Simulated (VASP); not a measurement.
# CaO (Fm-3m) in VASP: notebook

Runs on CaO. Level: PBEsol. Tasks: single point.

All numbers are computed with VASP 6.6.1; they aren't measurements. Logs are shortened: lines on timing, memory, paths and dates and some standing lists are left out, and cuts for length are marked.

### 1 The cell of the first run

The structure is cubic, space group Fm-3m (No. 225). The conventional cell has a = 4.652 Å, b = 4.652 Å, c = 4.652 Å, α = 90.00°, β = 90.00°, γ = 90.00°. Within 3.1 Å of Ca (site symmetry m-3m) lie 6 O at 2.33 Å. O (site symmetry m-3m) has 6 Ca at 2.33 Å within 3.1 Å.

### 2 Single point, PBEsol

INCAR reads:

```
PREC = Accurate
ENCUT = 520
EDIFF = 1E-7
ISMEAR = 0
SIGMA = 0.01
LREAL = False
LASPH = True
NELM = 60
ALGO = Normal
ISIF = 2
LWAVE = False
LCHARG = True
GGA = PS
LELF = True
LVHAR = True
NBANDS = 15
```

KPOINTS reads:

```
Automatic mesh
0
Gamma
  8 8 8
```

POSCAR reads:

```
CaO
1.0
    2.3257526053      2.3257526053      0.0000000000
   -2.3257526053      2.3257526053      0.0000000000
    0.0000000000      2.3257526053      2.3257526053
Ca O
1 1
Direct
    0.0000000000      0.0000000000      0.0000000000
    0.5000000000      0.5000000000      0.0000000000
```

Potentials or basis: VASP PAW PBE potentials, release 64 (Ca_sv, O).

Started as:

```sh
$ cat potpaw_PBE.64/Ca_sv/POTCAR potpaw_PBE.64/O/POTCAR > POTCAR
$ mpirun -np 1 vasp_std > vasp.out
```

OUTCAR:

```text
PREC = Accurate
   ENCUT = 520
   EDIFF = 1E-7
   ISMEAR = 0
   LREAL = False
   LASPH = True
   NELM = 60
   ISIF = 2
   GGA = PS

 ion  position               nearest neighbor table
   1  0.000  0.000  0.000-   2 2.33   2 2.33   2 2.33   2 2.33   2 2.33   2 2.33
   2  0.500  0.500  0.000-   1 2.33   1 2.33   1 2.33   1 2.33   1 2.33   1 2.33

  LATTYP: Found a face centered cubic cell.
 ALAT       =     4.6515052106

  Lattice vectors:

 A1 = (   0.0000000000,   2.3257526053,   2.3257526053)
 A2 = (   2.3257526053,   0.0000000000,   2.3257526053)
 A3 = (   2.3257526053,   2.3257526053,   0.0000000000)

Analysis of symmetry for initial positions (statically):
=====================================================================
 Subroutine PRICEL returns:
 Original cell was already a primitive cell.

 Routine SETGRP: Setting up the symmetry group for a
 face centered cubic supercell.

 Subroutine GETGRP returns: Found 48 space group operations
 (whereof 48 operations were pure point group operations)
 out of a pool of 48 trial point group operations.

The static configuration has the point symmetry O_h .

Analysis of symmetry for dynamics (positions and initial velocities):
=====================================================================
 Subroutine PRICEL returns:
 Original cell was already a primitive cell.

 Routine SETGRP: Setting up the symmetry group for a
 face centered cubic supercell.

 Subroutine GETGRP returns: Found 48 space group operations
 (whereof 48 operations were pure point group operations)
 out of a pool of 48 trial point group operations.

The dynamic configuration has the point symmetry O_h .

 Subroutine INISYM returns: Found 48 space group operations
 (whereof 48 operations are pure point group operations),
 and found     1 'primitive' translations

----------------------------------------------------------------------------------------

                                     Primitive cell

  volume of cell :      25.1606

  direct lattice vectors                    reciprocal lattice vectors
     2.325752605  2.325752605  0.000000000     0.214984173  0.214984173 -0.214984173
    -2.325752605  2.325752605  0.000000000    -0.214984173  0.214984173 -0.214984173
     0.000000000  2.325752605  2.325752605     0.000000000  0.000000000  0.429968346

  length of vectors
     3.289110877  3.289110877  3.289110877     0.372363510  0.372363510  0.429968346

  position of ions in fractional coordinates (direct lattice)
     0.000000000  0.000000000  0.000000000
     0.500000000  0.500000000  0.000000000

  ion indices of the primitive-cell ions
   primitive index   ion index
                 1           1
                 2           2

----------------------------------------------------------------------------------------

 KPOINTS: Automatic mesh

Automatic generation of k-mesh.
 Grid dimensions read from file:
 generate k-points for:    8    8    8

 Generating k-lattice:

  Cartesian coordinates                     Fractional coordinates (reciprocal lattice)
     0.026873022  0.026873022 -0.026873022     0.125000000  0.000000000  0.000000000
    -0.026873022  0.026873022 -0.026873022     0.000000000  0.125000000  0.000000000
     0.000000000  0.000000000  0.053746043     0.000000000  0.000000000  0.125000000

  Length of vectors
     0.046545439  0.046545439  0.053746043

  Shift w.r.t. Gamma in fractional coordinates (k-lattice)
     0.000000000  0.000000000  0.000000000

 Subroutine IBZKPT returns following result:
 ===========================================

 Found     29 irreducible k-points:

 Following reciprocal coordinates:
            Coordinates               Weight
  0.000000  0.000000  0.000000      1.000000
  0.125000  0.000000  0.000000      8.000000
  0.250000  0.000000  0.000000      8.000000
  0.375000  0.000000  0.000000      8.000000
  0.500000  0.000000  0.000000      4.000000
  0.125000  0.125000  0.000000     12.000000
[... 16 lines left out ...]
  0.375000  0.250000  0.125000     48.000000
  0.500000  0.250000  0.125000     24.000000
 [... further k-points ...]
   k-points           NKPTS =     29   k-points in BZ     NKDIM =     29   number of bands    NBANDS=     15
   number of dos      NEDOS =    301   number of ions     NIONS =      2
   total plane-waves  NPLWV =  13824
   dimension x,y,z NGX =    24 NGY =   24 NGZ =   24
   dimension x,y,z NGXF=    48 NGYF=   48 NGZF=   48
   ions per type =               1   1
   NGX,Y,Z   is equivalent  to a cutoff of  12.13, 12.13, 12.13 a.u.
   NGXF,Y,Z  is equivalent  to a cutoff of  24.26, 24.26, 24.26 a.u.
 SYSTEM =  unknown system
   PREC   = accura    normal or accurate (medium, high low for compatibility)
   ISTART =      0    job   : 0-new  1-cont  2-samecut
   ICHARG =      2    charge: 1-file 2-atom 10-const
   ISPIN  =      1    spin polarized calculation?
   LNONCOLLINEAR =      F non collinear calculations
   LSORBIT =      F    spin-orbit coupling
   LASPH  =      T    aspherical Exc in radial PAW
   ENCUT  =  520.0 eV  38.22 Ry    6.18 a.u.   6.12  6.12  6.12*2*pi/ulx,y,z
   NELM   =     60;   NELMIN=  2; NELMDL= -5     # of ELM steps
   EDIFF  = 0.1E-06   stopping-criterion for ELM
   LREAL  =      F    real-space projection
   EDIFFG = 0.1E-05   stopping-criterion for IOM
   NSW    =      0    number of steps for IOM
   IBRION =     -1    ionic relax: 0-MD 1-quasi-New 2-CG
   NFREE  =      0    steps in history (QN), initial steepest desc. (CG)
   ISIF   =      2    stress and relaxation
   ISYM   =      2    0-nonsym 1-usesym 2-fastsym
   POTIM  = 0.5000    time-step for ionic-motion
   TEBEG  =    0.0;   TEEND  =   0.0 temperature during run
   PSTRESS=    0.0 pullay stress
   NELECT =      16.0000    total number of electrons
   NUPDOWN=      -1.0000    fix difference up-down
   EMIN   =  10.00;   EMAX   =-10.00  energy-range for DOS
   EFERMI =   0.00;   METHOD = LEGACY
   ISMEAR =     0;   SIGMA  =   0.01  broadening in eV -4-tet -1-fermi 0-gaus
   EFERMI_NEDOS =   21; number of points for ismear=-14 and -15
   IALGO  =     38    algorithm
   IMIX   =      4    mixing-type and parameters
     AMIX     =   0.40;   BMIX     =  1.00
     AMIX_MAG =   1.60;   BMIX_MAG =  1.00
  volume/ion in A,a.u.               =      12.58        84.90
  Fermi-wavevector in a.u.,A,eV,Ry     =   1.407801  2.660358 26.965441  1.981904
  Thomas-Fermi vector in A             =   2.530023
   LORBIT       =      0    0 simple, 1 ext, 2 COOP (PROOUT), +10 PAW based schemes
   GGA     = PS    functional components
   LHFCALC =     F    Hartree Fock is set to
   AEXX    =    0.0000 exact exchange contribution
   IVDW    =     0    specifies the selected vdW correction
   LEPSILON=     F    determine dielectric tensor
   LRPA    =     F    only Hartree local field effects (RPA)
 non-spin polarized calculation
 Gauss-broadening in eV      SIGMA  =   0.01
  energy-cutoff  :      520.00
  volume of cell :       25.16
 maximum number of plane-waves:       700
   NGX = 13   NGY = 13   NGZ = 13

 number of electron      15.9999994 magnetization

 Free energy of the ion-electron system (eV)
  ---------------------------------------------------
  ext. energy  EPLUGINS =         0.00000000
  ---------------------------------------------------
  free energy    TOTEN  =       -13.34292005 eV

  energy without entropy =      -13.34292005  energy(sigma->0) =      -13.34292005

 E-fermi :   2.8289     XC(G=0): -11.2343

 val. band max:        2.7843572908   @ k =   0.0000   0.0000   0.0000
 cond. band min:       6.2489304868   @ k =   0.5000   0.5000   0.0000
 fundamental gap:      3.4645731960
 Fermi energy:         2.8288587645

 k-point     1 :       0.0000    0.0000    0.0000
  band No.  band energies     occupation
      1     -34.2284      2.00000
      2     -14.9795      2.00000
      3     -14.9795      2.00000
      4     -14.9795      2.00000
      5     -12.8531      2.00000
      6       2.7844      2.00000
      7       2.7844      2.00000
      8       2.7844      2.00000
      9       8.1834      0.00000
     10       9.1915      0.00000
     11       9.1915      0.00000
     12       9.1915      0.00000
     13      10.9116      0.00000
     14      10.9116      0.00000
     15      18.2117      0.00000

 k-point     2 :       0.1250    0.0000    0.0000
  band No.  band energies     occupation
      1     -34.2045      2.00000
      2     -15.3485      2.00000
      3     -14.9900      2.00000
      4     -14.9900      2.00000
      5     -12.4811      2.00000
      6       2.2022      2.00000
      7       2.5280      2.00000
      8       2.5280      2.00000
      9       8.8797      0.00000
     10       9.1658      0.00000
     11       9.4961      0.00000
     12       9.4961      0.00000
     13      11.3523      0.00000
     14      11.3523      0.00000
     15      18.9433      0.00000

 k-point     3 :       0.2500    0.0000    0.0000
  band No.  band energies     occupation
      1     -34.1463      2.00000
      2     -15.9875      2.00000
      3     -15.0149      2.00000
      4     -15.0149      2.00000
      5     -11.8308      2.00000
      6       1.0915      2.00000
      7       1.9874      2.00000
      8       1.9874      2.00000
      9       9.2594      0.00000
     10      10.2993      0.00000
     11      10.2993      0.00000
     12      10.4038      0.00000
     13      12.4020      0.00000
     14      12.4020      0.00000
     15      19.6556      0.00000
[... 343 lines left out ...]
 k-point    23 :       0.3750    0.2500    0.1250
  band No.  band energies     occupation
      1     -34.0571      2.00000
      2     -16.2483      2.00000
      3     -15.3018      2.00000
      4     -15.1202      2.00000
      5     -11.6185      2.00000
      6       0.5858      2.00000
      7       1.5421      2.00000
      8       1.8666      2.00000
      9       8.8264      0.00000
     10      10.8001      0.00000
     11      11.7990      0.00000
     12      12.0326      0.00000
     13      13.5175      0.00000
     14      14.8036      0.00000
     15      18.7364      0.00000

 k-point    24 :       0.5000    0.2500    0.1250
  band No.  band energies     occupation
      1     -34.0375      2.00000
      2     -16.3328      2.00000
      3     -15.3228      2.00000
      4     -15.1581      2.00000
      5     -11.5532      2.00000
      6       0.5324      2.00000
      7       1.5427      2.00000
      8       1.5660      2.00000
      9       9.8660      0.00000
     10       9.9327      0.00000
     11      12.1447      0.00000
     12      12.4981      0.00000
     13      13.8457      0.00000
     14      15.6252      0.00000
     15      17.8656      0.00000

 [... further k-points ...]
[... 5 lines left out ...]
  --------------------------------------------------------------------------------------
  -------------------------------------------------------------------------------------
  Total        1.7141147      1.7141147      1.7141147      0.0000000      0.0000000     -0.0000000
  in kB      109.1515530    109.1515530    109.1515530      0.0000000      0.0000000     -0.0000000
  external PRESSURE =     109.1515530 kB  Pullay stress =       0.0000000 kB

 VOLUME and BASIS-vectors are now :
 -----------------------------------------------------------------------------
  energy-cutoff  :      520.00
  volume of cell :       25.16
      direct lattice vectors                 reciprocal lattice vectors
     2.325752605  2.325752605  0.000000000     0.214984173  0.214984173 -0.214984173
    -2.325752605  2.325752605  0.000000000    -0.214984173  0.214984173 -0.214984173
     0.000000000  2.325752605  2.325752605     0.000000000  0.000000000  0.429968346

 POSITION                                       TOTAL-FORCE (eV/Angst)
 -----------------------------------------------------------------------------------
      0.00000      0.00000      0.00000        -0.000000     -0.000000      0.000000
      0.00000      2.32575      0.00000         0.000000      0.000000      0.000000
 -----------------------------------------------------------------------------------
    total drift:                                0.000000     -0.000000     -0.000000

  FREE ENERGIE OF THE ION-ELECTRON SYSTEM (eV)
  ---------------------------------------------------
  free  energy   TOTEN  =       -13.3429200498 eV

  energy  without entropy=      -13.3429200498  energy(sigma->0) =      -13.34292005
```

Run time: 4.4 s. Hardware: 1 thread of Intel Xeon 6975P-C (Granite Rapids), shared host; peak memory 0.14 GiB.

Results:

```yaml
Free_energy: -13.3429 eV
Pressure: 10.9 GPa
Band_gap_on_the_k_mesh: 3.46 eV, indirect (least direct gap 3.81 eV)
```

Caveat: the PAW data sets were made with another functional, which shifts forces and pressure a little.

[end of part 1 of 2]
